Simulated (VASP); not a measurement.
# HfN (P6_3/mmc) in VASP: notebook

Runs on HfN. Level: PBE+D3(BJ). Tasks: single point, relaxation of cell and atoms.

Everything below comes from runs of VASP 6.6.1. Logs are shortened: lines on timing, memory, paths and dates and some standing lists are left out, and cuts for length are marked.

## Step 1: The cell of the first run

It takes space group P6_3/mmc (No. 194, hexagonal). The conventional cell has a = 3.138 Å, b = 3.138 Å, c = 5.413 Å, α = 90.00°, β = 90.00°, γ = 120.00°. Within 3.0 Å of Hf (site symmetry -6m2) lie 6 N at 2.26 Å. N (site symmetry -3m) has 6 Hf at 2.26 Å and 2 N at 2.71 Å within 3.0 Å.

## Step 2: Single point, PBE+D3(BJ)

INCAR reads:

```
SYSTEM = HfN
  PREC = Accurate
  ENCUT = 520
  EDIFF = 1E-6
  ISMEAR = 0
  SIGMA = 0.1
  LREAL = .FALSE.
  LASPH = .TRUE.
  NELM = 60
  ALGO = Normal
  ISIF = 2
  LWAVE = .FALSE.
  LCHARG = .TRUE.
  GGA = PE
  IVDW = 12
  LELF = .TRUE.
  LVHAR = .TRUE.
  NBANDS = 23
```

KPOINTS reads:

```
regular mesh
0
G
  18 18 8
  0 0 0
```

POSCAR reads:

```
HfN
1.0
    3.1375379784      0.0000000000      0.0000000000
   -1.5687689892      2.7171875946      0.0000000000
    0.0000000000      0.0000000000      5.4133862943
Hf N
2 2
Direct
    0.6666666667      0.3333333333      0.7500000000
    0.3333333333      0.6666666667      0.2500000000
    0.0000000000      0.0000000000      0.0000000000
    0.0000000000      0.0000000000      0.5000000000
```

Potentials or basis: VASP PAW PBE potentials, release 64 (Hf_pv, N).

Run with:

```console
cat potpaw_PBE.64/Hf_pv/POTCAR potpaw_PBE.64/N/POTCAR > POTCAR
mpirun -np 1 vasp_std > vasp.out
```

OUTCAR:

```text
SYSTEM = HfN
   PREC = Accurate
   ENCUT = 520
   EDIFF = 1E-6
   ISMEAR = 0
   LREAL = .FALSE.
   LASPH = .TRUE.
   NELM = 60
   ISIF = 2
   GGA = PE
   IVDW = 12
 IVDW          = 12

 ion  position               nearest neighbor table
   1  0.667  0.333  0.750-   3 2.26   4 2.26   3 2.26   4 2.26   3 2.26   4 2.26   2 3.26   2 3.26
                             2 3.26   2 3.26   2 3.26   2 3.26
   2  0.333  0.667  0.250-   3 2.26   4 2.26   3 2.26   4 2.26   3 2.26   4 2.26   1 3.26   1 3.26
                             1 3.26   1 3.26   1 3.26   1 3.26
   3  0.000  0.000  0.000-   1 2.26   2 2.26   2 2.26   1 2.26   1 2.26   2 2.26
   4  0.000  0.000  0.500-   1 2.26   2 2.26   2 2.26   1 2.26   1 2.26   2 2.26

  LATTYP: Found a hexagonal cell.
 ALAT       =     3.1375379784
 C/A-ratio  =     1.7253612009

  Lattice vectors:

 A1 = (   3.1375379784,   0.0000000000,   0.0000000000)
 A2 = (  -1.5687689892,   2.7171875946,   0.0000000000)
 A3 = (   0.0000000000,   0.0000000000,   5.4133862943)

Analysis of symmetry for initial positions (statically):
=====================================================================
 Subroutine PRICEL returns:
 Original cell was already a primitive cell.

 Routine SETGRP: Setting up the symmetry group for a
 hexagonal supercell.

 Subroutine GETGRP returns: Found 24 space group operations
 (whereof 12 operations were pure point group operations)
 out of a pool of 24 trial point group operations.

The static configuration has the point symmetry D_3d.
 The point group associated with its full space group is D_6h.

Analysis of symmetry for dynamics (positions and initial velocities):
=====================================================================
 Subroutine PRICEL returns:
 Original cell was already a primitive cell.

 Routine SETGRP: Setting up the symmetry group for a
 hexagonal supercell.

 Subroutine GETGRP returns: Found 24 space group operations
 (whereof 12 operations were pure point group operations)
 out of a pool of 24 trial point group operations.

The dynamic configuration has the point symmetry D_3d.
 The point group associated with its full space group is D_6h.

 Subroutine INISYM returns: Found 24 space group operations
 (whereof 12 operations are pure point group operations),
 and found     1 'primitive' translations

----------------------------------------------------------------------------------------

                                     Primitive cell

  volume of cell :      46.1506

  direct lattice vectors                    reciprocal lattice vectors
     3.137537978  0.000000000  0.000000000     0.318721242  0.184013795  0.000000000
    -1.568768989  2.717187595  0.000000000     0.000000000  0.368027589  0.000000000
     0.000000000  0.000000000  5.413386294     0.000000000  0.000000000  0.184727257

  length of vectors
     3.137537978  3.137537978  5.413386294     0.368027589  0.368027589  0.184727257

  position of ions in fractional coordinates (direct lattice)
     0.666666667  0.333333333  0.750000000
     0.333333333  0.666666667  0.250000000
     0.000000000  0.000000000  0.000000000
     0.000000000  0.000000000  0.500000000

  ion indices of the primitive-cell ions
   primitive index   ion index
                 1           1
                 2           2
                 3           3
                 4           4

----------------------------------------------------------------------------------------

 KPOINTS: regular mesh

Automatic generation of k-mesh.
 Grid dimensions read from file:
 generate k-points for:   18   18    8

 Generating k-lattice:

  Cartesian coordinates                     Fractional coordinates (reciprocal lattice)
     0.017706736  0.010222989  0.000000000     0.055555556  0.000000000  0.000000000
     0.000000000  0.020445977  0.000000000     0.000000000  0.055555556  0.000000000
     0.000000000  0.000000000  0.023090907     0.000000000  0.000000000  0.125000000

  Length of vectors
     0.020445977  0.020445977  0.023090907

  Shift w.r.t. Gamma in fractional coordinates (k-lattice)
     0.000000000  0.000000000  0.000000000

 Subroutine IBZKPT returns following result:
 ===========================================

 Found    185 irreducible k-points:

 Following reciprocal coordinates:
            Coordinates               Weight
  0.000000  0.000000  0.000000      1.000000
  0.055556  0.000000  0.000000      6.000000
  0.111111  0.000000  0.000000      6.000000
  0.166667  0.000000  0.000000      6.000000
  0.222222  0.000000  0.000000      6.000000
  0.277778  0.000000  0.000000      6.000000
[... 16 lines left out ...]
  0.333333  0.111111  0.000000     12.000000
  0.388889  0.111111  0.000000     12.000000
 [... further k-points ...]
   k-points           NKPTS =    185   k-points in BZ     NKDIM =    185   number of bands    NBANDS=     23
   number of dos      NEDOS =    301   number of ions     NIONS =      4
   total plane-waves  NPLWV =  23040
   dimension x,y,z NGX =    24 NGY =   24 NGZ =   40
   dimension x,y,z NGXF=    48 NGYF=   48 NGZF=   80
   ions per type =               2   2
   NGX,Y,Z   is equivalent  to a cutoff of  12.72, 12.72, 12.28 a.u.
   NGXF,Y,Z  is equivalent  to a cutoff of  25.43, 25.43, 24.57 a.u.
 SYSTEM =  HfN
   PREC   = accura    normal or accurate (medium, high low for compatibility)
   ISTART =      0    job   : 0-new  1-cont  2-samecut
   ICHARG =      2    charge: 1-file 2-atom 10-const
   ISPIN  =      1    spin polarized calculation?
   LNONCOLLINEAR =      F non collinear calculations
   LSORBIT =      F    spin-orbit coupling
   LASPH  =      T    aspherical Exc in radial PAW
   ENCUT  =  520.0 eV  38.22 Ry    6.18 a.u.   5.83  5.83 10.07*2*pi/ulx,y,z
   NELM   =     60;   NELMIN=  2; NELMDL= -5     # of ELM steps
   EDIFF  = 0.1E-05   stopping-criterion for ELM
   LREAL  =      F    real-space projection
   EDIFFG = 0.1E-04   stopping-criterion for IOM
   NSW    =      0    number of steps for IOM
   IBRION =     -1    ionic relax: 0-MD 1-quasi-New 2-CG
   NFREE  =      0    steps in history (QN), initial steepest desc. (CG)
   ISIF   =      2    stress and relaxation
   ISYM   =      2    0-nonsym 1-usesym 2-fastsym
   POTIM  = 0.5000    time-step for ionic-motion
   TEBEG  =    0.0;   TEEND  =   0.0 temperature during run
   PSTRESS=    0.0 pullay stress
   NELECT =      30.0000    total number of electrons
   NUPDOWN=      -1.0000    fix difference up-down
   EMIN   =  10.00;   EMAX   =-10.00  energy-range for DOS
   EFERMI =   0.00;   METHOD = LEGACY
   ISMEAR =     0;   SIGMA  =   0.10  broadening in eV -4-tet -1-fermi 0-gaus
   EFERMI_NEDOS =   21; number of points for ismear=-14 and -15
   IALGO  =     38    algorithm
   IMIX   =      4    mixing-type and parameters
     AMIX     =   0.40;   BMIX     =  1.00
     AMIX_MAG =   1.60;   BMIX_MAG =  1.00
  volume/ion in A,a.u.               =      11.54        77.86
  Fermi-wavevector in a.u.,A,eV,Ry     =   1.418152  2.679918 27.363417  2.011154
  Thomas-Fermi vector in A             =   2.539307
   LORBIT       =      0    0 simple, 1 ext, 2 COOP (PROOUT), +10 PAW based schemes
   GGA     = PE    functional components
   LHFCALC =     F    Hartree Fock is set to
   AEXX    =    0.0000 exact exchange contribution
   IVDW    =    12    specifies the selected vdW correction
   LEPSILON=     F    determine dielectric tensor
   LRPA    =     F    only Hartree local field effects (RPA)
 non-spin polarized calculation
 Gauss-broadening in eV      SIGMA  =   0.10
  energy-cutoff  :      520.00
  volume of cell :       46.15
 maximum number of plane-waves:      1275
 NGX is ok and might be reduce to    24
   NGX = 11   NGY = 11   NGZ = 21

 number of electron      30.0000001 magnetization

 Free energy of the ion-electron system (eV)
  ---------------------------------------------------
  ext. energy  EPLUGINS =         0.00000000
  ---------------------------------------------------
  free energy    TOTEN  =       -43.40565480 eV

  energy without entropy =      -43.40291775  energy(sigma->0) =      -43.40428628

 E-fermi :   7.9132     XC(G=0): -12.7352

 val. band max:        7.9114504012   @ k =   0.3889   0.1667   0.5000
 cond. band min:       7.9543982530   @ k =   0.3333   0.2778   0.3750
 fundamental gap:      0.0429478519
 Fermi energy:         7.9132206873

 k-point     1 :       0.0000    0.0000    0.0000
  band No.  band energies     occupation
      1     -23.7997      2.00000
      2     -22.9440      2.00000
      3     -22.8417      2.00000
      4     -22.8417      2.00000
      5     -22.7807      2.00000
      6     -22.7807      2.00000
[... 15 lines left out ...]
     22      13.5511      0.00000
     23      13.5511      0.00000

 k-point     2 :       0.0556    0.0000    0.0000
  band No.  band energies     occupation
      1     -23.7886      2.00000
      2     -22.9449      2.00000
      3     -22.8682      2.00000
      4     -22.8503      2.00000
      5     -22.8069      2.00000
      6     -22.7830      2.00000
[... 15 lines left out ...]
     22      13.4288      0.00000
     23      13.5383      0.00000

 k-point     3 :       0.1111    0.0000    0.0000
  band No.  band energies     occupation
      1     -23.7563      2.00000
      2     -22.9482      2.00000
      3     -22.9455      2.00000
      4     -22.8796      2.00000
      5     -22.8736      2.00000
      6     -22.7909      2.00000
[... 15 lines left out ...]
     22      13.1093      0.00000
     23      13.5080      0.00000

 k-point     4 :       0.1667    0.0000    0.0000
  band No.  band energies     occupation
      1     -23.7051      2.00000
      2     -23.0658      2.00000
      3     -22.9847      2.00000
      4     -22.9546      2.00000
      5     -22.9070      2.00000
      6     -22.8051      2.00000
[... 15 lines left out ...]
     22      12.7801      0.00000
     23      13.0879      0.00000

 k-point     5 :       0.2222    0.0000    0.0000
  band No.  band energies     occupation
      1     -23.6389      2.00000
      2     -23.2129      2.00000
      3     -23.1073      2.00000
      4     -22.9655      2.00000
      5     -22.9456      2.00000
      6     -22.8245      2.00000
[... 15 lines left out ...]
     22      12.7637      0.00000
     23      12.9599      0.00000

 k-point     6 :       0.2778    0.0000    0.0000
  band No.  band energies     occupation
      1     -23.5627      2.00000
      2     -23.3663      2.00000
      3     -23.2330      2.00000
      4     -22.9850      2.00000
      5     -22.9822      2.00000
      6     -22.8464      2.00000
[... 15 lines left out ...]
     22      13.2640      0.00000
     23      13.5233      0.00000

 k-point     7 :       0.3333    0.0000    0.0000
  band No.  band energies     occupation
      1     -23.5070      2.00000
      2     -23.4829      2.00000
      3     -23.3480      2.00000
      4     -23.0209      2.00000
      5     -23.0056      2.00000
      6     -22.8678      2.00000
[... 353 lines left out ...]
     22      12.7323      0.00000
     23      12.9913      0.00000

 k-point    21 :       0.2222    0.1111    0.0000
  band No.  band energies     occupation
      1     -23.5385      2.00000
      2     -23.3711      2.00000
      3     -23.2710      2.00000
      4     -22.9996      2.00000
      5     -22.9880      2.00000
      6     -22.8962      2.00000
[... 15 lines left out ...]
     22      13.2533      0.00000
     23      13.9021      0.00000

 k-point    22 :       0.2778    0.1111    0.0000
  band No.  band energies     occupation
      1     -23.4992      2.00000
      2     -23.4612      2.00000
      3     -23.3585      2.00000
      4     -23.0519      2.00000
      5     -23.0120      2.00000
      6     -22.9232      2.00000
[... 15 lines left out ...]
     22      14.0290      0.00000
     23      14.1699      0.00000

 k-point    23 :       0.3333    0.1111    0.0000
  band No.  band energies     occupation
      1     -23.6007      2.00000
      2     -23.4292      2.00000
      3     -23.3878      2.00000
      4     -23.0939      2.00000
      5     -23.0416      2.00000
      6     -22.9454      2.00000
[... 15 lines left out ...]
     22      14.2096      0.00000
     23      14.7088      0.00000

 k-point    24 :       0.3889    0.1111    0.0000
  band No.  band energies     occupation
      1     -23.6657      2.00000
      2     -23.4751      2.00000
      3     -23.3294      2.00000
      4     -23.1210      2.00000
      5     -23.0713      2.00000
      6     -22.9600      2.00000
[... 15 lines left out ...]
     22      14.2406      0.00000
     23      15.1417      0.00000

 [... further k-points ...]

------------------------ aborting loop because EDIFF is reached ----------------------------------------

 Edisp (eV)   -1.54236

 E8    (eV) :    -0.7237

  FORCE on cell =-STRESS in cart. coord.  units (eV):
  Direction    XX          YY          ZZ          XY          YZ          ZX
  --------------------------------------------------------------------------------------
  -------------------------------------------------------------------------------------
  Total      -0.66592    -0.66592    -0.63858    -0.00000     0.00000     0.00000
  in kB     -23.11831   -23.11831   -22.16928    -0.00000     0.00000     0.00000
  external pressure =      -22.80 kB  Pullay stress =        0.00 kB

 VOLUME and BASIS-vectors are now :
 -----------------------------------------------------------------------------
  energy-cutoff  :      520.00
  volume of cell :       46.15
      direct lattice vectors                 reciprocal lattice vectors
     3.137537978  0.000000000  0.000000000     0.318721242  0.184013795  0.000000000
    -1.568768989  2.717187595  0.000000000     0.000000000  0.368027589  0.000000000
     0.000000000  0.000000000  5.413386294     0.000000000  0.000000000  0.184727257

 POSITION                                       TOTAL-FORCE (eV/Angst)
 -----------------------------------------------------------------------------------
      1.56877      0.90573      4.06004        -0.000000      0.000000      0.000000
     -0.00000      1.81146      1.35335         0.000000     -0.000000      0.000000
      0.00000      0.00000      0.00000        -0.000000      0.000000      0.000000
      0.00000      0.00000      2.70669        -0.000000      0.000000      0.000000
 -----------------------------------------------------------------------------------
    total drift:                               -0.000000      0.000000     -0.000000

  FREE ENERGIE OF THE ION-ELECTRON SYSTEM (eV)
  ---------------------------------------------------
  free  energy   TOTEN  =       -44.9480102206 eV

  energy  without entropy=      -44.9452731707  energy(sigma->0) =      -44.94664170
```

Wall time 70 s (1 thread of AMD EPYC 9R45 (Zen 5), shared host); peak memory 0.27 GiB.

Results:

* Free energy: -44.9480 eV
* Pressure: -2.3 GPa
* Band gap on the k mesh: zero (bands 15 and 16 overlap by 2.31 eV)
* Dispersion energy per atom: -0.386 eV

Stress tensor (GPa, compression positive):
```
-2.31  0.00  0.00
 0.00 -2.31  0.00
 0.00  0.00 -2.22
```

Caveat: spin-orbit coupling is left out, which moves the levels of the heavy elements.

## Step 3: Relaxation of cell and atoms, PBE+D3(BJ)

This run uses another cell than the first one, of 11.78 Å³/atom.

INCAR reads:

```
PREC = Accurate ; ENCUT = 600
EDIFF = 1E-6 ; ISMEAR = 0
SIGMA = 0.1 ; LREAL = False
LASPH = True ; NELM = 80
ALGO = Normal ; ISIF = 3
LWAVE = False ; LCHARG = False
GGA = PE ; IVDW = 12
IBRION = 2 ; NSW = 70
EDIFFG = -0.005
```

KPOINTS reads:

```
regular mesh
0
Gamma
  18 18 8
```

POSCAR reads:

```
HfN
1.0
    3.1593699056      0.0000000000      0.0000000000
   -1.5796849528      2.7360945982      0.0000000000
    0.0000000000      0.0000000000      5.4508227252
Hf N
2 2
Direct
    0.6666666667      0.3333333333      0.7500000000
    0.3333333333      0.6666666667      0.2500000000
    0.0000000000      0.0000000000      0.0000000000
    0.0000000000      0.0000000000      0.5000000000
```

Potentials or basis: VASP PAW PBE potentials, release 64 (Hf_pv, N).

Run with:

```console
cat potpaw_PBE.64/Hf_pv/POTCAR potpaw_PBE.64/N/POTCAR > POTCAR
mpirun -np 1 vasp_std > vasp.out
```

Run time: 4.8 min. Hardware: 1 thread of AMD EPYC 9R45 (Zen 5), shared host; peak memory 0.31 GiB.

It converged, with:

| Quantity | Value |
| --- | --- |
| Free energy | -44.9563 eV |
| Relaxed volume | 11.44 Å³/atom |
| Relaxed cell | a = 3.128 Å, b = 3.128 Å, c = 5.399 Å, α = 90.00°, β = 90.00°, γ = 120.00° |
| Space group after relaxing (to 0.1 Å) | P6_3/mmc (No. 194) |
| Energy gained by relaxing | 8.5 meV/atom |
| Ionic steps | 5 |
| Pressure after relaxing | 0.0 GPa |
| Band gap on the k mesh | zero (bands 15 and 16 overlap by 2.34 eV) |
| Dispersion energy per atom | -0.389 eV |

The path:
```csv
step,energy change (eV),largest force (eV/Å),pressure (GPa),volume (Å³)
1,0.0000,0.0000,-7.70,47.12
2,0.0849,0.0000,16.74,43.36
3,-0.0339,0.0000,-0.12,45.77
4,-0.0339,0.0000,0.02,45.74
5,-0.0339,0.0000,-0.02,45.75
```

Final structure:
```xyz
4
Lattice="3.1281 0.0000 0.0000 -1.5641 2.7090 0.0000 0.0000 0.0000 5.3989" Properties=species:S:1:pos:R:3 pbc="T T T"
Hf    1.5641    0.9030    4.0492
Hf    0.0000    1.8060    1.3497
N    -1.5641    2.7090    5.3989
N    -1.5641    2.7090    2.6995
```

Levels at points of the mesh, in eV from the Fermi level:
```csv
k point,band 13,band 14,band 15,band 16,band 17,band 18
"(0.00, 0.00, 0.00)",-3.61,-1.72,-0.58,0.75,0.75,1.09
"(0.50, 0.00, 0.00)",-3.27,-2.80,-2.42,2.48,2.78,4.48
"(0.00, 0.00, 0.50)",-4.41,-4.41,1.90,1.90,2.95,2.95
"(0.50, 0.00, 0.50)",-4.49,-4.49,-0.26,-0.26,4.77,4.77
```

Caveat: spin-orbit coupling is left out, which moves the levels of the heavy elements.

The gap in the log of VASP goes by the Fermi energy; the results here count the filled bands.